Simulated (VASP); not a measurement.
# Fe (Im-3m) in VASP: notebook

Runs on Fe. Level: LDA. Tasks: electric field gradients.

Everything below comes from runs of VASP 6.6.1. Logs are shortened: lines on timing, memory, paths and dates and some standing lists are left out, and cuts for length are marked.

### Step 1. The cell of the first run

Symmetry: Im-3m, No. 229, cubic system. Conventional cell: a = 2.750 Å, b = 2.750 Å, c = 2.750 Å, α = 90.00°, β = 90.00°, γ = 90.00°. Fe (site symmetry m-3m) has 14 Fe at 2.38 to 2.75 Å within 3.1 Å.

### Step 2. Electric field gradients, LDA, collinear spin, ferromagnetic start

The input, INCAR:

```
PREC = Accurate
ENCUT = 520
EDIFF = 1E-8
ISMEAR = 0
SIGMA = 0.05
LREAL = F
LASPH = T
NELM = 150
ALGO = Fast
ISIF = 2
LWAVE = F
LCHARG = F
ISPIN = 2
MAGMOM = 2.18
LORBIT = 11
LMAXMIX = 4
GGA = CA
LEFG = T
NBANDS = 14
```

The input, KPOINTS:

```
regular mesh
0
Gamma
  22 22 22
```

The input, POSCAR:

```
Fe
1.0
   -1.3748523950      1.3748523950      1.3748523950
    1.3748523950     -1.3748523950      1.3748523950
    1.3748523950      1.3748523950     -1.3748523950
Fe
1
Direct
    0.0000000000      0.0000000000      0.0000000000
```

Potentials or basis: VASP PAW LDA potentials, release 64 (Fe).

On the command line:

```console
$ cat potpaw_LDA.64/Fe/POTCAR > POTCAR
$ mpirun -np 1 vasp_std > vasp.out
```

OUTCAR:

```text
PREC = Accurate
   ENCUT = 520
   EDIFF = 1E-8
   ISMEAR = 0
   LREAL = F
   LASPH = T
   NELM = 150
   ISIF = 2
   ISPIN = 2
   LORBIT = 11
   GGA = CA

 ion  position               nearest neighbor table
   1  0.000  0.000  0.000-

  LATTYP: Found a body centered cubic cell.
 ALAT       =     2.7497047900

  Lattice vectors:

 A1 = (  -1.3748523950,   1.3748523950,   1.3748523950)
 A2 = (   1.3748523950,  -1.3748523950,   1.3748523950)
 A3 = (   1.3748523950,   1.3748523950,  -1.3748523950)

Analysis of symmetry for initial positions (statically):
=====================================================================
 Subroutine PRICEL returns:
 Original cell was already a primitive cell.

 Routine SETGRP: Setting up the symmetry group for a
 body centered cubic supercell.

 Subroutine GETGRP returns: Found 48 space group operations
 (whereof 48 operations were pure point group operations)
 out of a pool of 48 trial point group operations.

The static configuration has the point symmetry O_h .

Analysis of symmetry for dynamics (positions and initial velocities):
=====================================================================
 Subroutine PRICEL returns:
 Original cell was already a primitive cell.

 Routine SETGRP: Setting up the symmetry group for a
 body centered cubic supercell.

 Subroutine GETGRP returns: Found 48 space group operations
 (whereof 48 operations were pure point group operations)
 out of a pool of 48 trial point group operations.

The dynamic configuration has the point symmetry O_h .

Analysis of structural, dynamic, and magnetic symmetry:
=====================================================================
 Subroutine PRICEL returns:
 Original cell was already a primitive cell.

 Routine SETGRP: Setting up the symmetry group for a
 body centered cubic supercell.

 Subroutine GETGRP returns: Found 48 space group operations
 (whereof 48 operations were pure point group operations)
 out of a pool of 48 trial point group operations.

The overall configuration has the point symmetry O_h .

 Subroutine INISYM returns: Found 48 space group operations
 (whereof 48 operations are pure point group operations),
 and found     1 'primitive' translations

----------------------------------------------------------------------------------------

                                     Primitive cell

  volume of cell :      10.3951

  direct lattice vectors                    reciprocal lattice vectors
    -1.374852395  1.374852395  1.374852395     0.000000000  0.363675404  0.363675404
     1.374852395 -1.374852395  1.374852395     0.363675404  0.000000000  0.363675404
     1.374852395  1.374852395 -1.374852395     0.363675404  0.363675404  0.000000000

  length of vectors
     2.381314201  2.381314201  2.381314201     0.514314688  0.514314688  0.514314688

  position of ions in fractional coordinates (direct lattice)
     0.000000000  0.000000000  0.000000000

  ion indices of the primitive-cell ions
   primitive index   ion index
                 1           1

----------------------------------------------------------------------------------------

 KPOINTS: regular mesh

Automatic generation of k-mesh.
 Grid dimensions read from file:
 generate k-points for:   22   22   22

 Generating k-lattice:

  Cartesian coordinates                     Fractional coordinates (reciprocal lattice)
     0.000000000  0.016530700  0.016530700     0.045454545  0.000000000  0.000000000
     0.016530700  0.000000000  0.016530700     0.000000000  0.045454545  0.000000000
     0.016530700  0.016530700  0.000000000     0.000000000  0.000000000  0.045454545

  Length of vectors
     0.023377940  0.023377940  0.023377940

  Shift w.r.t. Gamma in fractional coordinates (k-lattice)
[... 66 lines left out ...]
   EFERMI =   0.00;   METHOD = LEGACY
   ISMEAR =     0;   SIGMA  =   0.05  broadening in eV -4-tet -1-fermi 0-gaus
   EFERMI_NEDOS =   21; number of points for ismear=-14 and -15
   IALGO  =     68    algorithm
   IMIX   =      4    mixing-type and parameters
     AMIX     =   0.40;   BMIX     =  1.00
     AMIX_MAG =   1.60;   BMIX_MAG =  1.00
  volume/ion in A,a.u.               =      10.40        70.15
  Fermi-wavevector in a.u.,A,eV,Ry     =   1.500245  2.835051 30.623096  2.250734
  Thomas-Fermi vector in A             =   2.611770
   LORBIT       =     11    0 simple, 1 ext, 2 COOP (PROOUT), +10 PAW based schemes
   GGA     = CA    functional components
   LHFCALC =     F    Hartree Fock is set to
   AEXX    =    0.0000 exact exchange contribution
   IVDW    =     0    specifies the selected vdW correction
   LEPSILON=     F    determine dielectric tensor
   LRPA    =     F    only Hartree local field effects (RPA)
 spin polarized calculation
 RMM-DIIS sequential band-by-band and
 Gauss-broadening in eV      SIGMA  =   0.05
  energy-cutoff  :      520.00
  volume of cell :       10.40
 maximum number of plane-waves:       321
 NGX is ok and might be reduce to    18
   NGX =  9   NGY =  9   NGZ =  9

 number of electron       7.9999993 magnetization       1.9423117

 Free energy of the ion-electron system (eV)
  ---------------------------------------------------
  ext. energy  EPLUGINS =         0.00000000
  ---------------------------------------------------
  free energy    TOTEN  =        -9.22334700 eV

  energy without entropy =       -9.22186147  energy(sigma->0) =       -9.22260424

 E-fermi :   6.7178     XC(G=0): -13.9259

 val. band max:        6.7136290478   @ k =   0.3636   0.0000   0.0000
 cond. band min:       6.7188361472   @ k =  -0.3636   0.4091   0.0909
 fundamental gap:      0.0052070995
 Fermi energy:         6.7177813396

 spin component 1

 k-point     1 :       0.0000    0.0000    0.0000
  band No.  band energies     occupation
      1      -2.3816      1.00000
      2       4.2197      1.00000
      3       4.2197      1.00000
      4       4.2197      1.00000
      5       5.7673      1.00000
      6       5.7673      1.00000
      7      32.4023      0.00000
      8      32.4023      0.00000
      9      32.4023      0.00000
     10      38.1494      0.00000
     11      38.1494      0.00000
     12      40.8357      0.00000
     13      40.8357      0.00000
     14      40.8357      0.00000
[... 379 lines left out ...]
      3       3.9549      1.00000
      4       5.2313      1.00000
      5       5.4455      1.00000
      6       5.8690      1.00000
      7      26.6162      0.00000
      8      28.3867      0.00000
      9      32.7429      0.00000
     10      33.1816      0.00000
     11      37.1149      0.00000
     12      38.7368      0.00000
     13      42.7505      0.00000
     14      42.7991      0.00000

 [... further k-points ...]

 spin component 2

 k-point     1 :       0.0000    0.0000    0.0000
  band No.  band energies     occupation
      1      -2.0125      1.00000
      2       5.7948      1.00000
      3       5.7948      1.00000
      4       5.7948      1.00000
      5       7.8585      0.00000
      6       7.8585      0.00000
      7      32.5717      0.00000
      8      32.5717      0.00000
      9      32.5717      0.00000
     10      38.6213      0.00000
     11      38.6213      0.00000
     12      41.6089      0.00000
     13      41.6089      0.00000
     14      41.6089      0.00000
[... 379 lines left out ...]
      3       5.4807      1.00000
      4       6.8604      0.00003
      5       7.4484      0.00000
      6       7.9681      0.00000
      7      27.2267      0.00000
      8      28.9093      0.00000
      9      33.1304      0.00000
     10      33.8144      0.00000
     11      37.5900      0.00000
     12      39.3724      0.00000
     13      43.2146      0.00000
     14      43.4372      0.00000

 [... further k-points ...]

------------------------ aborting loop because EDIFF is reached ----------------------------------------

  FORCE on cell =-STRESS in cart. coord.  units (eV):
  Direction    XX          YY          ZZ          XY          YZ          ZX
  --------------------------------------------------------------------------------------
  -------------------------------------------------------------------------------------
  Total       -0.0671929     -0.0671929     -0.0671929      0.0000000      0.0000000      0.0000000
  in kB      -10.3563194    -10.3563194    -10.3563194      0.0000000      0.0000000      0.0000000
  external PRESSURE =     -10.3563194 kB  Pullay stress =       0.0000000 kB

 VOLUME and BASIS-vectors are now :
 -----------------------------------------------------------------------------
  energy-cutoff  :      520.00
  volume of cell :       10.40
      direct lattice vectors                 reciprocal lattice vectors
    -1.374852395  1.374852395  1.374852395     0.000000000  0.363675404  0.363675404
     1.374852395 -1.374852395  1.374852395     0.363675404  0.000000000  0.363675404
     1.374852395  1.374852395 -1.374852395     0.363675404  0.363675404  0.000000000

 POSITION                                       TOTAL-FORCE (eV/Angst)
 -----------------------------------------------------------------------------------
      0.00000      0.00000      0.00000         0.000000     -0.000000      0.000000
 -----------------------------------------------------------------------------------
    total drift:                                0.000000     -0.000000      0.000000

  FREE ENERGIE OF THE ION-ELECTRON SYSTEM (eV)
  ---------------------------------------------------
  free  energy   TOTEN  =        -9.2233470039 eV

  energy  without entropy=       -9.2218614722  energy(sigma->0) =       -9.22260424

 Electric field gradients (V/A^2)
---------------------------------------------------------------------
 ion       V_xx      V_yy      V_zz      V_xy      V_xz      V_yz
---------------------------------------------------------------------
   1      -0.000    -0.000    -0.000     0.002     0.002     0.002
---------------------------------------------------------------------

 Electric field gradients after diagonalization (V/A^2)
 (convention: |V_zz| > |V_xx| > |V_yy|)
----------------------------------------------------------------------
 ion       V_xx      V_yy      V_zz     asymmetry (V_yy - V_xx)/ V_zz
----------------------------------------------------------------------
   1      -0.002    -0.002     0.004       0.000
----------------------------------------------------------------------

           NMR quadrupolar parameters

 Cq : quadrupolar parameter    Cq=e*Q*V_zz/h
 eta: asymmetry parameters     (V_yy - V_xx)/ V_zz
 Q  : nuclear electric quadrupole moment in mb (millibarn)
----------------------------------------------------------------------
 ion       Cq(MHz)       eta       Q (mb)
----------------------------------------------------------------------
   1       0.000       0.000       1.000
----------------------------------------------------------------------

 total charge

# of ion       s       p       d       tot
------------------------------------------
    1        0.527   0.617   6.333   7.477

 magnetization (x)

# of ion       s       p       d       tot
------------------------------------------
    1       -0.009  -0.035   1.954   1.910
```

Run time: 65 s. Hardware: 1 thread of AMD EPYC 9R45 (Zen 5), shared host; peak memory 0.15 GiB.

Results:

```yaml
Free_energy: -9.2233 eV
Pressure: -1.0 GPa
Net_moment: 1.94 μB per cell
Site_moments: Fe +1.91 μB
Largest_electric_field_gradient_by_atom: zero within the noise of the run
Valence_electrons_inside_the_program's_atomic_spheres: Fe 7.48
```

(Part 1 of 2 ends here.)
